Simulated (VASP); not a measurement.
# SrO (Fm-3m) in VASP: further runs

Aim: see how the results for SrO move with the level of theory and the settings. Levels: PBE, LDA. Tasks: single point, relaxation of cell and atoms.

Everything below comes from runs of VASP 6.6.1. Logs are shortened: lines on timing, memory, paths and dates and some standing lists are left out, and cuts for length are marked.

### Step 1. The cell of the first run

Symmetry: Fm-3m, No. 225, cubic system. Conventional cell: a = 5.133 Å, b = 5.133 Å, c = 5.133 Å, α = 90.00°, β = 90.00°, γ = 90.00°. Within 3.4 Å of Sr (site symmetry m-3m) lie 6 O at 2.57 Å. Within 3.4 Å of O (site symmetry m-3m) lie 6 Sr at 2.57 Å.

### Step 2. Single point, PBE

The input, INCAR:

```
  ALGO = Normal
  EDIFF = 1E-7
  ENCUT = 520
  GGA = PE
  ISIF = 2
  ISMEAR = 0
  LASPH = T
  LCHARG = F
  LREAL = F
  LWAVE = F
  NBANDS = 15
  NELM = 100
  PREC = Accurate
  SIGMA = 0.024
```

The input, KPOINTS:

```
k-points
0
Gamma
  9 9 9
```

The input, POSCAR:

```
SrO
1.0
    0.0000000000      2.5663000000      2.5663000000
    2.5663000000      0.0000000000      2.5663000000
    2.5663000000      2.5663000000      0.0000000000
Sr O
1 1
Direct
    0.5000000000      0.5000000000      0.5000000000
    0.0000000000      0.0000000000      0.0000000000
```

Potentials or basis: VASP PAW PBE potentials, release 64 (Sr_sv, O).

The run is started by

```sh
> cat potpaw_PBE.64/Sr_sv/POTCAR potpaw_PBE.64/O/POTCAR > POTCAR
> mpirun -np 1 vasp_std > vasp.out
```

OUTCAR:

```text
EDIFF = 1E-7
   ENCUT = 520
   GGA = PE
   ISIF = 2
   ISMEAR = 0
   LASPH = T
   LREAL = F
   NELM = 100
   PREC = Accurate

 ion  position               nearest neighbor table
   1  0.500  0.500  0.500-   2 2.57   2 2.57   2 2.57   2 2.57   2 2.57   2 2.57
   2  0.000  0.000  0.000-   1 2.57   1 2.57   1 2.57   1 2.57   1 2.57   1 2.57

  LATTYP: Found a face centered cubic cell.
 ALAT       =     5.1326000000

  Lattice vectors:

 A1 = (   0.0000000000,   2.5663000000,   2.5663000000)
 A2 = (   2.5663000000,   0.0000000000,   2.5663000000)
 A3 = (   2.5663000000,   2.5663000000,   0.0000000000)

Analysis of symmetry for initial positions (statically):
=====================================================================
 Subroutine PRICEL returns:
 Original cell was already a primitive cell.

 Routine SETGRP: Setting up the symmetry group for a
 face centered cubic supercell.

 Subroutine GETGRP returns: Found 48 space group operations
[... 9 lines left out ...]

 Routine SETGRP: Setting up the symmetry group for a
 face centered cubic supercell.

 Subroutine GETGRP returns: Found 48 space group operations
[... 11 lines left out ...]
                                     Primitive cell

  volume of cell :      33.8028

  direct lattice vectors                    reciprocal lattice vectors
     0.000000000  2.566300000  2.566300000    -0.194833028  0.194833028  0.194833028
     2.566300000  0.000000000  2.566300000     0.194833028 -0.194833028  0.194833028
     2.566300000  2.566300000  0.000000000     0.194833028  0.194833028 -0.194833028

  length of vectors
     3.629296265  3.629296265  3.629296265     0.337460704  0.337460704  0.337460704

  position of ions in fractional coordinates (direct lattice)
     0.500000000  0.500000000  0.500000000
     0.000000000  0.000000000  0.000000000

  ion indices of the primitive-cell ions
   primitive index   ion index
                 1           1
                 2           2

----------------------------------------------------------------------------------------

 KPOINTS: k-points

Automatic generation of k-mesh.
 Grid dimensions read from file:
 generate k-points for:    9    9    9

 Generating k-lattice:

  Cartesian coordinates                     Fractional coordinates (reciprocal lattice)
    -0.021648114  0.021648114  0.021648114     0.111111111  0.000000000  0.000000000
     0.021648114 -0.021648114  0.021648114     0.000000000  0.111111111  0.000000000
     0.021648114  0.021648114 -0.021648114     0.000000000  0.000000000  0.111111111

  Length of vectors
     0.037495634  0.037495634  0.037495634

  Shift w.r.t. Gamma in fractional coordinates (k-lattice)
     0.000000000  0.000000000  0.000000000

 Subroutine IBZKPT returns following result:
 ===========================================

 Found     35 irreducible k-points:

 Following reciprocal coordinates:
            Coordinates               Weight
  0.000000  0.000000  0.000000      1.000000
  0.111111  0.000000  0.000000      8.000000
  0.222222  0.000000  0.000000      8.000000
  0.333333  0.000000  0.000000      8.000000
  0.444444  0.000000  0.000000      8.000000
  0.111111  0.111111  0.000000      6.000000
[... 16 lines left out ...]
 -0.333333  0.333333  0.000000     12.000000
  0.444444  0.444444  0.000000      6.000000
 [... further k-points ...]
   k-points           NKPTS =     35   k-points in BZ     NKDIM =     35   number of bands    NBANDS=     15
   number of dos      NEDOS =    301   number of ions     NIONS =      2
   total plane-waves  NPLWV =  21952
   dimension x,y,z NGX =    28 NGY =   28 NGZ =   28
   dimension x,y,z NGXF=    56 NGYF=   56 NGZF=   56
   ions per type =               1   1
   NGX,Y,Z   is equivalent  to a cutoff of  12.83, 12.83, 12.83 a.u.
   NGXF,Y,Z  is equivalent  to a cutoff of  25.65, 25.65, 25.65 a.u.
 SYSTEM =  unknown system
   PREC   = accura    normal or accurate (medium, high low for compatibility)
   ISTART =      0    job   : 0-new  1-cont  2-samecut
   ICHARG =      2    charge: 1-file 2-atom 10-const
   ISPIN  =      1    spin polarized calculation?
   LNONCOLLINEAR =      F non collinear calculations
   LSORBIT =      F    spin-orbit coupling
   LASPH  =      T    aspherical Exc in radial PAW
   ENCUT  =  520.0 eV  38.22 Ry    6.18 a.u.   6.75  6.75  6.75*2*pi/ulx,y,z
   NELM   =    100;   NELMIN=  2; NELMDL= -5     # of ELM steps
   EDIFF  = 0.1E-06   stopping-criterion for ELM
   LREAL  =      F    real-space projection
   EDIFFG = 0.1E-05   stopping-criterion for IOM
   NSW    =      0    number of steps for IOM
   IBRION =     -1    ionic relax: 0-MD 1-quasi-New 2-CG
   NFREE  =      0    steps in history (QN), initial steepest desc. (CG)
   ISIF   =      2    stress and relaxation
   ISYM   =      2    0-nonsym 1-usesym 2-fastsym
   POTIM  = 0.5000    time-step for ionic-motion
   TEBEG  =    0.0;   TEEND  =   0.0 temperature during run
   PSTRESS=    0.0 pullay stress
   NELECT =      16.0000    total number of electrons
   NUPDOWN=      -1.0000    fix difference up-down
   EMIN   =  10.00;   EMAX   =-10.00  energy-range for DOS
   EFERMI =   0.00;   METHOD = LEGACY
   ISMEAR =     0;   SIGMA  =   0.02  broadening in eV -4-tet -1-fermi 0-gaus
   EFERMI_NEDOS =   21; number of points for ismear=-14 and -15
   IALGO  =     38    algorithm
   IMIX   =      4    mixing-type and parameters
     AMIX     =   0.40;   BMIX     =  1.00
     AMIX_MAG =   1.60;   BMIX_MAG =  1.00
  volume/ion in A,a.u.               =      16.90       114.06
  Fermi-wavevector in a.u.,A,eV,Ry     =   1.275843  2.410995 22.147245  1.627777
  Thomas-Fermi vector in A             =   2.408533
   LORBIT       =      0    0 simple, 1 ext, 2 COOP (PROOUT), +10 PAW based schemes
   GGA     = PE    functional components
   LHFCALC =     F    Hartree Fock is set to
   AEXX    =    0.0000 exact exchange contribution
   IVDW    =     0    specifies the selected vdW correction
   LEPSILON=     F    determine dielectric tensor
   LRPA    =     F    only Hartree local field effects (RPA)
 non-spin polarized calculation
 Gauss-broadening in eV      SIGMA  =   0.02
  energy-cutoff  :      520.00
  volume of cell :       33.80
 maximum number of plane-waves:       941
   NGX = 13   NGY = 13   NGZ = 13

 number of electron      15.9999996 magnetization

 Free energy of the ion-electron system (eV)
  ---------------------------------------------------
  ext. energy  EPLUGINS =         0.00000000
  ---------------------------------------------------
  free energy    TOTEN  =       -12.03701856 eV

  energy without entropy =      -12.03701856  energy(sigma->0) =      -12.03701856

 E-fermi :   1.9305     XC(G=0): -10.0523

 val. band max:        1.6895042158   @ k =   0.0000   0.0000   0.0000
 cond. band min:       5.0092587482   @ k =   0.4444   0.4444   0.0000
 fundamental gap:      3.3197545324
 Fermi energy:         1.9305307887

 k-point     1 :       0.0000    0.0000    0.0000
  band No.  band energies     occupation
      1     -30.6805      2.00000
      2     -13.4081      2.00000
      3     -12.3125      2.00000
      4     -12.3125      2.00000
      5     -12.3125      2.00000
      6       1.6895      2.00000
      7       1.6895      2.00000
      8       1.6895      2.00000
      9       5.7121      0.00000
     10       7.9122      0.00000
     11       7.9122      0.00000
     12       7.9122      0.00000
     13      10.0917      0.00000
     14      10.0917      0.00000
     15      14.4285      0.00000

 k-point     2 :       0.1111    0.0000    0.0000
  band No.  band energies     occupation
      1     -30.6642      2.00000
      2     -13.7130      2.00000
      3     -12.3224      2.00000
      4     -12.3224      2.00000
      5     -12.0473      2.00000
      6       1.3194      2.00000
      7       1.5293      2.00000
      8       1.5293      2.00000
      9       6.2769      0.00000
     10       7.7854      0.00000
     11       8.1563      0.00000
     12       8.1563      0.00000
     13      10.4199      0.00000
     14      10.4199      0.00000
     15      15.2336      0.00000

 k-point     3 :       0.2222    0.0000    0.0000
  band No.  band energies     occupation
      1     -30.6226      2.00000
      2     -14.2297      2.00000
      3     -12.3471      2.00000
      4     -12.3471      2.00000
      5     -11.6320      2.00000
      6       0.5893      2.00000
      7       1.1605      2.00000
      8       1.1605      2.00000
      9       7.5310      0.00000
     10       7.7332      0.00000
     11       8.8353      0.00000
     12       8.8353      0.00000
     13      11.2678      0.00000
     14      11.2678      0.00000
     15      17.0311      0.00000

 k-point     4 :       0.3333    0.0000    0.0000
  band No.  band energies     occupation
      1     -30.5747      2.00000
      2     -14.6654      2.00000
      3     -12.3748      2.00000
      4     -12.3748      2.00000
      5     -11.3120      2.00000
      6      -0.0677      2.00000
      7       0.7905      2.00000
      8       0.7905      2.00000
      9       7.9003      0.00000
     10       9.0162      0.00000
     11       9.7507      0.00000
     12       9.7507      0.00000
     13      12.3726      0.00000
     14      12.3726      0.00000
     15      17.6185      0.00000

 k-point     5 :       0.4444    0.0000    0.0000
  band No.  band energies     occupation
      1     -30.5430      2.00000
      2     -14.9086      2.00000
      3     -12.3926      2.00000
      4     -12.3926      2.00000
      5     -11.1439      2.00000
      6      -0.4422      2.00000
      7       0.5705      2.00000
      8       0.5705      2.00000
      9       8.2108      0.00000
     10      10.0402      0.00000
     11      10.4621      0.00000
     12      10.4621      0.00000
     13      13.4382      0.00000
     14      13.4382      0.00000
     15      16.7172      0.00000

 k-point     6 :       0.1111    0.1111    0.0000
  band No.  band energies     occupation
      1     -30.6588      2.00000
      2     -13.7520      2.00000
      3     -12.3570      2.00000
      4     -12.3570      2.00000
      5     -11.9732      2.00000
      6       1.0413      2.00000
      7       1.6314      2.00000
      8       1.6314      2.00000
      9       6.3482      0.00000
     10       7.3502      0.00000
     11       8.4396      0.00000
     12       8.4396      0.00000
     13      10.2615      0.00000
     14      10.7617      0.00000
     15      15.4768      0.00000

 k-point     7 :       0.2222    0.1111    0.0000
  band No.  band energies     occupation
      1     -30.6259      2.00000
      2     -14.1000      2.00000
      3     -12.4005      2.00000
      4     -12.3807      2.00000
      5     -11.7155      2.00000
      6       0.5550      2.00000
      7       1.3666      2.00000
      8       1.4476      2.00000
      9       7.0716      0.00000
     10       7.2193      0.00000
     11       9.0167      0.00000
[... 226 lines left out ...]
      4     -12.5933      2.00000
      5     -12.1540      2.00000
      6       0.5719      2.00000
      7       1.5557      2.00000
      8       1.5557      2.00000
      9       5.4660      0.00000
     10       8.5611      0.00000
     11      11.3501      0.00000
     12      11.4429      0.00000
     13      11.4429      0.00000
     14      12.2980      0.00000
     15      18.3823      0.00000

 k-point    21 :       0.4444    0.3333    0.0000
  band No.  band energies     occupation
      1     -30.5173      2.00000
      2     -14.0625      2.00000
      3     -12.7971      2.00000
      4     -12.6222      2.00000
      5     -12.2271      2.00000
      6       0.8459      2.00000
      7       1.3612      2.00000
      8       1.4534      2.00000
      9       5.5151      0.00000
     10       9.2875      0.00000
     11      11.2280      0.00000
     12      11.7068      0.00000
     13      12.2361      0.00000
     14      13.1951      0.00000
     15      16.3715      0.00000

 k-point    22 :      -0.4444    0.3333    0.0000
  band No.  band energies     occupation
      1     -30.5029      2.00000
      2     -14.1601      2.00000
      3     -13.0435      2.00000
      4     -12.5934      2.00000
      5     -11.9672      2.00000
      6       0.8201      2.00000
      7       1.1472      2.00000
      8       1.1823      2.00000
      9       6.2440      0.00000
     10       9.7429      0.00000
     11      10.5214      0.00000
     12      11.9029      0.00000
     13      12.6730      0.00000
     14      14.8712      0.00000
     15      15.0205      0.00000

 k-point    23 :      -0.3333    0.3333    0.0000
  band No.  band energies     occupation
      1     -30.5067      2.00000
      2     -14.3902      2.00000
      3     -13.0112      2.00000
      4     -12.5191      2.00000
      5     -11.6633      2.00000
      6       0.3637      2.00000
      7       0.8797      2.00000
      8       1.2092      2.00000
      9       7.3913      0.00000
     10       8.9145      0.00000
     11      10.6987      0.00000
     12      11.2747      0.00000
     13      13.0529      0.00000
     14      14.5441      0.00000
     15      16.7870      0.00000

 k-point    24 :       0.4444    0.4444    0.0000
  band No.  band energies     occupation
      1     -30.5032      2.00000
      2     -13.6833      2.00000
      3     -12.9344      2.00000
      4     -12.6737      2.00000
      5     -12.6737      2.00000
      6       1.1559      2.00000
      7       1.5972      2.00000
      8       1.5972      2.00000
      9       5.0093      0.00000
     10       9.4193      0.00000
     11      11.8281      0.00000
     12      12.1124      0.00000
     13      12.6486      0.00000
     14      12.6486      0.00000
     15      15.8627      0.00000

 [... further k-points ...]
[... 5 lines left out ...]
  --------------------------------------------------------------------------------------
  -------------------------------------------------------------------------------------
  Total        0.8273151      0.8273151      0.8273151     -0.0000000     -0.0000000      0.0000000
  in kB       39.2129267     39.2129267     39.2129267     -0.0000000     -0.0000000      0.0000000
  external PRESSURE =      39.2129267 kB  Pullay stress =       0.0000000 kB

 VOLUME and BASIS-vectors are now :
 -----------------------------------------------------------------------------
  energy-cutoff  :      520.00
  volume of cell :       33.80
      direct lattice vectors                 reciprocal lattice vectors
     0.000000000  2.566300000  2.566300000    -0.194833028  0.194833028  0.194833028
     2.566300000  0.000000000  2.566300000     0.194833028 -0.194833028  0.194833028
     2.566300000  2.566300000  0.000000000     0.194833028  0.194833028 -0.194833028

 POSITION                                       TOTAL-FORCE (eV/Angst)
 -----------------------------------------------------------------------------------
      2.56630      2.56630      2.56630         0.000000     -0.000000     -0.000000
      0.00000      0.00000      0.00000        -0.000000      0.000000      0.000000
 -----------------------------------------------------------------------------------
    total drift:                                0.000000      0.000000      0.000000

  FREE ENERGIE OF THE ION-ELECTRON SYSTEM (eV)
  ---------------------------------------------------
  free  energy   TOTEN  =       -12.0370185596 eV

  energy  without entropy=      -12.0370185596  energy(sigma->0) =      -12.03701856
```

It took 9 s on 1 thread of Intel Xeon 6975P-C (Granite Rapids), shared host; peak memory 0.16 GiB.

Results:

```
Free energy            : -12.0370 eV
Pressure               : 3.9 GPa
Band gap on the k mesh : 3.32 eV, indirect (least direct gap 3.41 eV)
```

A k mesh can miss the band edges. Expect the measured gap to be larger: semilocal functionals such as PBE lack the derivative discontinuity.

### Step 3. Single point, PBE

The input, INCAR:

```
PREC = Accurate
ENCUT = 520
EDIFF = 1E-6
ISMEAR = 0
SIGMA = 0.023
LREAL = False
LASPH = True
NELM = 60
ALGO = Normal
ISIF = 2
LWAVE = False
LCHARG = False
GGA = PE
NBANDS = 15
```

The input, KPOINTS:

```
regular mesh
0
Gamma
  9 9 9
```

POSCAR is that of step 2.

Potentials or basis: VASP PAW PBE potentials, release 64 (Sr_sv, O).

The run is started by

```sh
> cat potpaw_PBE.64/Sr_sv/POTCAR potpaw_PBE.64/O/POTCAR > POTCAR
> mpirun -np 1 vasp_std > vasp.out
```

Run time: 8 s. Hardware: 1 thread of Intel Xeon 6975P-C (Granite Rapids), shared host; peak memory 0.16 GiB.

The run converged. Its results:

- Free energy: -12.0370 eV
- Pressure: 3.9 GPa
- Band gap on the k mesh: 3.32 eV, indirect (least direct gap 3.41 eV)

Levels at points of the mesh, in eV from the valence-band top:
```
           k point  band 5  band 6  band 7  band 8  band 9  band 10  band 11  band 12
(0.00, 0.00, 0.00)  -14.00    0.00    0.00    0.00    4.02     6.22     6.22     6.22
```

A k mesh can miss the band edges.

### Step 4. Single point, PBE

The input, INCAR:

```
SYSTEM = SrO
PREC = Accurate
ENCUT = 520
EDIFF = 1E-6
ISMEAR = 0
SIGMA = 0.012
LREAL = .FALSE.
LASPH = .TRUE.
NELM = 100
ALGO = Normal
ISIF = 2
LWAVE = .FALSE.
LCHARG = .FALSE.
GGA = PE
NBANDS = 15
```

The input, KPOINTS:

```
Automatic mesh
0
G
  9 9 9
  0 0 0
```

POSCAR is that of step 3.

The run is started by

```sh
> cat potpaw_PBE.64/Sr_sv/POTCAR potpaw_PBE.64/O/POTCAR > POTCAR
> mpirun -np 1 vasp_std > vasp.out
```

It took 8 s on 1 thread of Intel Xeon 6975P-C (Granite Rapids), shared host; peak memory 0.16 GiB.

It converged, with:

```
Free energy            : -12.0370 eV
Pressure               : 3.9 GPa
Band gap on the k mesh : 3.32 eV, indirect (least direct gap 3.41 eV)
```

Levels at points of the mesh, in eV from the valence-band top:
```csv
k point,band 6,band 7,band 8,band 9,band 10,band 11
"(0.00, 0.00, 0.00)",0.00,0.00,0.00,4.02,6.22,6.22
```

### Step 5. Relaxation of cell and atoms, LDA

The input, INCAR:

```
SYSTEM = SrO
  PREC = Accurate
  ENCUT = 600
  EDIFF = 1E-7
  ISMEAR = -1
  SIGMA = 0.05
  LREAL = .FALSE.
  LASPH = .TRUE.
  NELM = 100
  ALGO = Normal
  ISIF = 3
  LWAVE = .FALSE.
  LCHARG = .FALSE.
  GGA = CA
  IBRION = 2
  NSW = 80
  EDIFFG = -0.005
```

KPOINTS is that of step 4.

POSCAR is that of step 4.

Potentials or basis: VASP PAW LDA potentials, release 64 (Sr_sv, O).

The run is started by

```sh
> cat potpaw_LDA.64/Sr_sv/POTCAR potpaw_LDA.64/O/POTCAR > POTCAR
> mpirun -np 1 vasp_std > vasp.out
```

It took 20 s on 1 thread of Intel Xeon 6975P-C (Granite Rapids), shared host; peak memory 0.17 GiB.

It converged, with:

```
Free energy                            : -13.3910 eV
Relaxed volume                         : 16.34 Å³/atom
Relaxed cell                           : a = 3.589 Å, b = 3.589 Å, c = 3.589 Å, α = 60.00°, β = 60.00°, γ = 60.00°
Space group after relaxing (to 0.05 Å) : Fm-3m (No. 225)
Energy gained by relaxing              : 5.8 meV/atom
Ionic steps                            : 3
Pressure after relaxing                : 0.0 GPa
Band gap on the k mesh                 : 3.13 eV, indirect (least direct gap 3.19 eV)
```

Step by step:
```csv
step,energy change (eV),largest force (eV/Å),pressure (GPa),volume (Å³)
1,0.0000,0.0000,-3.23,33.80
2,-0.0088,0.0000,1.75,32.17
3,-0.0116,0.0000,0.00,32.69
```

Final structure:
```
CELL_PARAMETERS angstrom
0.00000 2.53780 2.53780
2.53780 0.00000 2.53780
2.53780 2.53780 0.00000
ATOMIC_POSITIONS crystal
Sr 0.50000 0.50000 0.50000
O 0.00000 0.00000 0.00000
```

Levels at points of the mesh, in eV from the valence-band top:
```tsv
k point	band 6	band 7	band 8	band 9	band 10	band 11
(0.00, 0.00, 0.00)	0.00	0.00	0.00	4.08	6.19	6.19
```

### Step 6. Overview

```tsv
task	level	potentials or basis	cell	cutoff (eV)	smearing	gap on the mesh (eV)	pressure (GPa)
single point	PBE	VASP PAW PBE potentials, release 64 (Sr_sv, O)	as given	520	gaussian 0.024 eV	3.32	3.9
single point	PBE	VASP PAW PBE potentials, release 64 (Sr_sv, O)	as given	520	gaussian 0.023 eV	3.32	3.9
single point	PBE	VASP PAW PBE potentials, release 64 (Sr_sv, O)	as given	520	gaussian 0.012 eV	3.32	3.9
relaxation of cell and atoms	LDA	VASP PAW LDA potentials, release 64 (Sr_sv, O)	relaxed	600	fermi-dirac 0.05 eV	3.13	0.0
```

Alike in all rows: no spin polarisation; k mesh 9 × 9 × 9.

Absolute energies hang on the potentials; compare differences alone.
